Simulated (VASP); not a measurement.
Input of a VASP 6.6.1 run:

The input INCAR:

```
ALGO     = Normal         # electronic algorithm
EDIFF    = 1E-6           # SCF threshold, eV
ENCUT    = 520            # plane-wave cutoff, eV
GGA      = PS             # functional
ISIF     = 2              # what is computed and relaxed
ISMEAR   = 0              # smearing method
LASPH    = True           # aspherical terms in the spheres
LCHARG   = True           # write CHGCAR
LELF     = True           # ELF
LREAL    = False          # projectors in reciprocal space
LVHAR    = True         
LWAVE    = False          # write WAVECAR
NBANDS   = 16             # bands
NELM     = 100            # most SCF steps
PREC     = Accurate       # precision mode
SIGMA    = 0.01           # smearing width, eV
```

KPOINTS

```
k-points
0
Gamma
  6 6 4
```

File POSCAR:

```
Te
1.0
    4.4540000000      0.0000000000      0.0000000000
   -2.2270000000      3.8572771485      0.0000000000
    0.0000000000      0.0000000000      5.9240000000
Te
3
Direct
    0.7310000000      0.7310000000      0.0000000000
    0.0000000000      0.2690000000      0.6666666667
    0.2690000000      0.0000000000      0.3333333333
```

Potentials or basis: VASP PAW PBE potentials, release 64 (Te).

Launch:

```sh
$ cat potpaw_PBE.64/Te/POTCAR > POTCAR
$ mpirun -np 1 vasp_std > vasp.out
```

Task: Predict the band gap on the k mesh.

Result: 0.13 eV.

Task: What does it give for the pressure?

Result: -0.9 GPa.

Task: What does it give for the largest force?

Result: 0.118 eV/Å.

Forces in eV/Å, atoms in the order of the input:
```
Te  -0.059 -0.102  0.000
Te  -0.059  0.102  0.000
Te   0.118  0.000  0.000
```

Caveat: semilocal functionals underestimate gaps, and a narrow one can read as zero; the PAW data sets were made with another functional, which shifts forces and pressure a little; spin-orbit coupling is left out, which moves the levels of the heavy elements. A k mesh can miss the band edges.
